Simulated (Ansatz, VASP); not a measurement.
# Two plane-wave programs on AlN

INCAR

```
SYSTEM = AlN
PREC     = Accurate       ! precision mode
ENCUT    = 600            ! plane-wave cutoff, eV
EDIFF    = 1E-6           ! SCF threshold, eV
ISMEAR   = 0              ! smearing method
SIGMA    = 0.05           ! smearing width, eV
LREAL    = .FALSE.        ! projectors in reciprocal space
LASPH    = .TRUE.         ! aspherical terms in the spheres
NELM     = 120            ! most SCF steps
ALGO     = Normal         ! electronic algorithm
ISIF     = 2              ! what is computed and relaxed
LWAVE    = .FALSE.        ! write WAVECAR
LCHARG   = .FALSE.        ! write CHGCAR
GGA      = CA             ! functional
NBANDS   = 16             ! bands
GGA_COMPAT= .FALSE.
```

Contents of KPOINTS:

```
Automatic mesh
0
G
  9 9 6
  0 0 0
```

POSCAR

```
AlN
1.0
    3.1168202449      0.0000000000      0.0000000000
   -1.5584101224      2.6992455111      0.0000000000
    0.0000000000      0.0000000000      4.7287771875
Al N
2 2
Direct
    0.3333333333      0.6666666667      0.7500000000
    0.6666666667      0.3333333333      0.2500000000
    0.3333333333      0.6666666667      0.2500000000
    0.6666666667      0.3333333333      0.7500000000
```

Input for Ansatz:

```yaml
crystal:
  lattice:
    - [3.1168202449, 0.0, 0.0]
    - [-1.5584101224, 2.6992455111, 0.0]
    - [0.0, 0.0, 4.7287771875]
  atoms:
    - { symbol: Al, position: [0.3333333333, 0.6666666667, 0.75] }
    - { symbol: Al, position: [0.6666666667, 0.3333333333, 0.25] }
    - { symbol: "N", position: [0.3333333333, 0.6666666667, 0.25] }
    - { symbol: "N", position: [0.6666666667, 0.3333333333, 0.75] }
basis:
  ecutwfc: 420
kpoints:
  mp_grid: { grid: [9, 9, 6] }
hamiltonian:
  xc: lda
scf:
  occupations: { method: gaussian, width: 0.05 }
output:
  forces: true
  stress: true
  eigenvalues: true
```

Alike in both runs: task single point; functional LDA; k mesh 9 × 9 × 6; occupations gaussian, width 0.05 eV; no spin polarisation.

```csv
,VASP,Ansatz
version,VASP 6.6.1,Ansatz 0.2.0
potentials or method,"VASP PAW LDA potentials, release 64 (Al, N), cutoff 600 eV","scalar-relativistic, plane waves, PAW"
valence electrons in the cell,16,16
```

|  | VASP | Ansatz | Ansatz less VASP |
| --- | --- | --- | --- |
| gap on the k mesh at the Fermi level (eV) | 3.05 | 3.04 | -0.011 |
| least direct gap on the mesh (eV) | 3.05 | 3.04 | -0.011 |
| pressure (GPa) | 7.6 | 6.9 | -0.72 |
| traceless stress, the component that is largest in VASP (GPa) | -20.64 | -19.81 | +0.821 |

LDA's correlation is that of Perdew and Zunger in VASP and of Perdew and Wang (1992) in Ansatz.
